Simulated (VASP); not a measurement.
# Sc2Si (Fd-3m) in VASP: notebook

Runs on Sc2Si. Level: PBE. Tasks: single point.

Everything below comes from runs of VASP 6.6.1. Logs are shortened: lines on timing, memory, paths and dates and some standing lists are left out, and cuts for length are marked.

## (1) The cell of the first run

Symmetry: Fd-3m, No. 227, cubic system. Conventional cell: a = 7.558 Å, b = 7.558 Å, c = 7.558 Å, α = 90.00°, β = 90.00°, γ = 90.00°. Within 3.5 Å of Sc (site symmetry -3m) lie 6 Sc at 2.67 Å and 6 Si at 3.13 Å. Within 4.1 Å of Si (site symmetry -43m) lie 12 Sc at 3.13 Å and 4 Si at 3.27 Å.

## (2) Single point, PBE

Input file INCAR:

```
SYSTEM = Sc2Si
ALGO = Normal
EDIFF = 1E-6
ENCUT = 520
GGA = PE
ISIF = 2
ISMEAR = 0
LASPH = .TRUE.
LCHARG = .FALSE.
LREAL = .FALSE.
LWAVE = .FALSE.
NBANDS = 35
NELM = 100
PREC = Accurate
SIGMA = 0.1
```

Input file KPOINTS:

```
k-points
0
G
  4 4 4
  0 0 0
```

Input file POSCAR:

```
Sc2Si
1.0
    0.0000000000      3.7791192247      3.7791192247
    3.7791192247      0.0000000000      3.7791192247
    3.7791192247      3.7791192247      0.0000000000
Sc Si
4 2
Direct
    0.6250000000      0.6250000000      0.6250000000
    0.1250000000      0.6250000000      0.6250000000
    0.6250000000      0.6250000000      0.1250000000
    0.6250000000      0.1250000000      0.6250000000
    0.0000000000      0.0000000000      0.0000000000
    0.2500000000      0.2500000000      0.2500000000
```

Potentials or basis: VASP PAW PBE potentials, release 64 (Sc_sv, Si).

Command:

```
$ cat potpaw_PBE.64/Sc_sv/POTCAR potpaw_PBE.64/Si/POTCAR > POTCAR
$ mpirun -np 1 vasp_std > vasp.out
```

OUTCAR:

```text
SYSTEM = Sc2Si
   EDIFF = 1E-6
   ENCUT = 520
   GGA = PE
   ISIF = 2
   ISMEAR = 0
   LASPH = .TRUE.
   LREAL = .FALSE.
   NELM = 100
   PREC = Accurate

 ion  position               nearest neighbor table
   1  0.625  0.625  0.625-   2 2.67   3 2.67   4 2.67   3 2.67   4 2.67   2 2.67   6 3.13   5 3.13
                             6 3.13   5 3.13   6 3.13   5 3.13
   2  0.125  0.625  0.625-   1 2.67   3 2.67   4 2.67   1 2.67   3 2.67   4 2.67   5 3.13   6 3.13
                             5 3.13   5 3.13   6 3.13   6 3.13
   3  0.625  0.625  0.125-   1 2.67   1 2.67   2 2.67   4 2.67   4 2.67   2 2.67   6 3.13   5 3.13
                             6 3.13   5 3.13   6 3.13   5 3.13
   4  0.625  0.125  0.625-   1 2.67   3 2.67   1 2.67   2 2.67   3 2.67   2 2.67   5 3.13   6 3.13
                             5 3.13   6 3.13   6 3.13   5 3.13
   5  0.000  0.000  0.000-   1 3.13   3 3.13   4 3.13   1 3.13   2 3.13   3 3.13   1 3.13   2 3.13
                             4 3.13   2 3.13   3 3.13   4 3.13
   6  0.250  0.250  0.250-   2 3.13   3 3.13   4 3.13   1 3.13   2 3.13   4 3.13   1 3.13   2 3.13
                             3 3.13   1 3.13   3 3.13   4 3.13

  LATTYP: Found a face centered cubic cell.
 ALAT       =     7.5582384494

  Lattice vectors:

 A1 = (   0.0000000000,   3.7791192247,   3.7791192247)
 A2 = (   3.7791192247,   0.0000000000,   3.7791192247)
 A3 = (   3.7791192247,   3.7791192247,   0.0000000000)

Analysis of symmetry for initial positions (statically):
=====================================================================
 Subroutine PRICEL returns:
 Original cell was already a primitive cell.

 Routine SETGRP: Setting up the symmetry group for a
 face centered cubic supercell.

 Subroutine GETGRP returns: Found 48 space group operations
 (whereof 24 operations were pure point group operations)
 out of a pool of 48 trial point group operations.

The static configuration has the point symmetry T_d .
 The point group associated with its full space group is O_h .

Analysis of symmetry for dynamics (positions and initial velocities):
=====================================================================
 Subroutine PRICEL returns:
 Original cell was already a primitive cell.

 Routine SETGRP: Setting up the symmetry group for a
 face centered cubic supercell.

 Subroutine GETGRP returns: Found 48 space group operations
 (whereof 24 operations were pure point group operations)
 out of a pool of 48 trial point group operations.

The dynamic configuration has the point symmetry T_d .
 The point group associated with its full space group is O_h .

 Subroutine INISYM returns: Found 48 space group operations
 (whereof 24 operations are pure point group operations),
 and found     1 'primitive' translations

----------------------------------------------------------------------------------------

                                     Primitive cell

  volume of cell :     107.9448

  direct lattice vectors                    reciprocal lattice vectors
     0.000000000  3.779119225  3.779119225    -0.132305961  0.132305961  0.132305961
     3.779119225  0.000000000  3.779119225     0.132305961 -0.132305961  0.132305961
     3.779119225  3.779119225  0.000000000     0.132305961  0.132305961 -0.132305961

  length of vectors
     5.344481661  5.344481661  5.344481661     0.229160646  0.229160646  0.229160646

  position of ions in fractional coordinates (direct lattice)
     0.625000000  0.625000000  0.625000000
     0.125000000  0.625000000  0.625000000
     0.625000000  0.625000000  0.125000000
     0.625000000  0.125000000  0.625000000
     0.000000000  0.000000000  0.000000000
     0.250000000  0.250000000  0.250000000

  ion indices of the primitive-cell ions
   primitive index   ion index
                 1           1
                 2           2
                 3           3
                 4           4
                 5           5
                 6           6

----------------------------------------------------------------------------------------

 KPOINTS: k-points

Automatic generation of k-mesh.
 Grid dimensions read from file:
 generate k-points for:    4    4    4

 Generating k-lattice:

  Cartesian coordinates                     Fractional coordinates (reciprocal lattice)
    -0.033076490  0.033076490  0.033076490     0.250000000  0.000000000  0.000000000
     0.033076490 -0.033076490  0.033076490     0.000000000  0.250000000  0.000000000
     0.033076490  0.033076490 -0.033076490     0.000000000  0.000000000  0.250000000

  Length of vectors
     0.057290162  0.057290162  0.057290162

  Shift w.r.t. Gamma in fractional coordinates (k-lattice)
     0.000000000  0.000000000  0.000000000

 Subroutine IBZKPT returns following result:
 ===========================================

 Found      8 irreducible k-points:

 Following reciprocal coordinates:
            Coordinates               Weight
  0.000000  0.000000  0.000000      1.000000
  0.250000  0.000000  0.000000      8.000000
  0.500000  0.000000  0.000000      4.000000
  0.250000  0.250000  0.000000      6.000000
  0.500000  0.250000  0.000000     24.000000
 -0.250000  0.250000  0.000000     12.000000
  0.500000  0.500000  0.000000      3.000000
 -0.250000  0.500000  0.250000      6.000000
   k-points           NKPTS =      8   k-points in BZ     NKDIM =      8   number of bands    NBANDS=     35
   number of dos      NEDOS =    301   number of ions     NIONS =      6
   total plane-waves  NPLWV =  64000
   dimension x,y,z NGX =    40 NGY =   40 NGZ =   40
   dimension x,y,z NGXF=    80 NGYF=   80 NGZF=   80
   ions per type =               4   2
   NGX,Y,Z   is equivalent  to a cutoff of  12.44, 12.44, 12.44 a.u.
   NGXF,Y,Z  is equivalent  to a cutoff of  24.88, 24.88, 24.88 a.u.
 SYSTEM =  Sc2Si
   PREC   = accura    normal or accurate (medium, high low for compatibility)
   ISTART =      0    job   : 0-new  1-cont  2-samecut
   ICHARG =      2    charge: 1-file 2-atom 10-const
   ISPIN  =      1    spin polarized calculation?
   LNONCOLLINEAR =      F non collinear calculations
   LSORBIT =      F    spin-orbit coupling
   LASPH  =      T    aspherical Exc in radial PAW
   ENCUT  =  520.0 eV  38.22 Ry    6.18 a.u.   9.94  9.94  9.94*2*pi/ulx,y,z
   NELM   =    100;   NELMIN=  2; NELMDL= -5     # of ELM steps
   EDIFF  = 0.1E-05   stopping-criterion for ELM
   LREAL  =      F    real-space projection
[... 7 lines left out ...]
   TEBEG  =    0.0;   TEEND  =   0.0 temperature during run
   PSTRESS=    0.0 pullay stress
   NELECT =      52.0000    total number of electrons
   NUPDOWN=      -1.0000    fix difference up-down
   EMIN   =  10.00;   EMAX   =-10.00  energy-range for DOS
   EFERMI =   0.00;   METHOD = LEGACY
   ISMEAR =     0;   SIGMA  =   0.10  broadening in eV -4-tet -1-fermi 0-gaus
   EFERMI_NEDOS =   21; number of points for ismear=-14 and -15
   IALGO  =     38    algorithm
   IMIX   =      4    mixing-type and parameters
     AMIX     =   0.40;   BMIX     =  1.00
     AMIX_MAG =   1.60;   BMIX_MAG =  1.00
  volume/ion in A,a.u.               =      17.99       121.41
  Fermi-wavevector in a.u.,A,eV,Ry     =   1.283341  2.425163 22.408302  1.646964
  Thomas-Fermi vector in A             =   2.415599
   LORBIT       =      0    0 simple, 1 ext, 2 COOP (PROOUT), +10 PAW based schemes
   GGA     = PE    functional components
   LHFCALC =     F    Hartree Fock is set to
   AEXX    =    0.0000 exact exchange contribution
   IVDW    =     0    specifies the selected vdW correction
   LEPSILON=     F    determine dielectric tensor
   LRPA    =     F    only Hartree local field effects (RPA)
 non-spin polarized calculation
 Gauss-broadening in eV      SIGMA  =   0.10
  energy-cutoff  :      520.00
  volume of cell :      107.94
 maximum number of plane-waves:      2936
   NGX = 19   NGY = 19   NGZ = 19

 number of electron      51.9999993 magnetization

 Free energy of the ion-electron system (eV)
  ---------------------------------------------------
  ext. energy  EPLUGINS =         0.00000000
  ---------------------------------------------------
  free energy    TOTEN  =       -33.73742276 eV

  energy without entropy =      -33.71991216  energy(sigma->0) =      -33.72866746

 E-fermi :   6.3077     XC(G=0): -10.8667

 val. band max:        6.2189167389   @ k =  -0.2500   0.2500   0.0000
 cond. band min:       6.3670615375   @ k =   0.2500   0.0000   0.0000
 fundamental gap:      0.1481447986
 Fermi energy:         6.3076976079

 k-point     1 :       0.0000    0.0000    0.0000
  band No.  band energies     occupation
      1     -42.8965      2.00000
      2     -42.5075      2.00000
      3     -42.5075      2.00000
      4     -42.5075      2.00000
      5     -22.7369      2.00000
      6     -21.8561      2.00000
[... 27 lines left out ...]
     34      10.0060      0.00000
     35      10.0395      0.00000

 k-point     2 :       0.2500    0.0000    0.0000
  band No.  band energies     occupation
      1     -42.8570      2.00000
      2     -42.5498      2.00000
      3     -42.5077      2.00000
      4     -42.5077      2.00000
      5     -22.5777      2.00000
      6     -21.8025      2.00000
[... 27 lines left out ...]
     34       9.9908      0.00000
     35      10.1017      0.00000

 k-point     3 :       0.5000    0.0000    0.0000
  band No.  band energies     occupation
      1     -42.8016      2.00000
      2     -42.6080      2.00000
      3     -42.5079      2.00000
      4     -42.5079      2.00000
      5     -22.3975      2.00000
      6     -21.7322      2.00000
[... 27 lines left out ...]
     34       8.7365      0.00000
     35       9.8201      0.00000
[... 115 lines left out ...]
 k-point     7 :       0.5000    0.5000    0.0000
  band No.  band energies     occupation
      1     -42.7055      2.00000
      2     -42.7055      2.00000
      3     -42.5083      2.00000
      4     -42.5083      2.00000
      5     -22.0374      2.00000
      6     -22.0374      2.00000
[... 27 lines left out ...]
     34       7.9281      0.00000
     35       9.1370      0.00000

 k-point     8 :      -0.2500    0.5000    0.2500
  band No.  band energies     occupation
      1     -42.7055      2.00000
      2     -42.7055      2.00000
      3     -42.5083      2.00000
      4     -42.5083      2.00000
      5     -22.0029      2.00000
      6     -22.0029      2.00000
[... 27 lines left out ...]
     34       8.6817      0.00000
     35       8.8441      0.00000

------------------------ aborting loop because EDIFF is reached ----------------------------------------

  FORCE on cell =-STRESS in cart. coord.  units (eV):
  Direction    XX          YY          ZZ          XY          YZ          ZX
  --------------------------------------------------------------------------------------
  -------------------------------------------------------------------------------------
  Total        6.6493322      6.6493322      6.6493322      0.0000000      0.0000000      0.0000000
  in kB       98.6931111     98.6931111     98.6931111      0.0000000      0.0000000      0.0000000
  external PRESSURE =      98.6931111 kB  Pullay stress =       0.0000000 kB

 VOLUME and BASIS-vectors are now :
 -----------------------------------------------------------------------------
  energy-cutoff  :      520.00
  volume of cell :      107.94
      direct lattice vectors                 reciprocal lattice vectors
     0.000000000  3.779119225  3.779119225    -0.132305961  0.132305961  0.132305961
     3.779119225  0.000000000  3.779119225     0.132305961 -0.132305961  0.132305961
     3.779119225  3.779119225  0.000000000     0.132305961  0.132305961 -0.132305961

 POSITION                                       TOTAL-FORCE (eV/Angst)
 -----------------------------------------------------------------------------------
      4.72390      4.72390      4.72390        -0.000000      0.000000      0.000000
      4.72390      2.83434      2.83434         0.000000      0.000000      0.000000
      2.83434      2.83434      4.72390         0.000000     -0.000000      0.000000
      2.83434      4.72390      2.83434        -0.000000     -0.000000      0.000000
      0.00000      0.00000      0.00000         0.000000      0.000000      0.000000
      1.88956      1.88956      1.88956        -0.000000     -0.000000     -0.000000
 -----------------------------------------------------------------------------------
    total drift:                                0.000000      0.000000      0.000000

  FREE ENERGIE OF THE ION-ELECTRON SYSTEM (eV)
  ---------------------------------------------------
  free  energy   TOTEN  =       -33.7374227565 eV

  energy  without entropy=      -33.7199121635  energy(sigma->0) =      -33.72866746
```

Run time: 70 s. Hardware: 1 thread of Intel Xeon 8259CL, shared host; peak memory 0.24 GiB.

Results:

- Free energy: -33.7374 eV
- Pressure: 9.9 GPa
- Band gap on the k mesh: zero (bands 26 and 27 overlap by 0.61 eV)

Levels at points of the mesh, in eV from the Fermi level:
```csv
k point,band 24,band 25,band 26,band 27,band 28,band 29
"(0.00, 0.00, 0.00)",-1.28,-1.28,-0.48,-0.48,-0.48,0.19
"(0.50, 0.00, 0.00)",-1.50,-0.21,-0.21,0.45,0.70,1.20
"(0.50, 0.50, 0.00)",-1.01,-0.62,-0.62,0.55,0.55,1.42
```

Caveat: the cell stands under pressure.

[end of part 1 of 2]
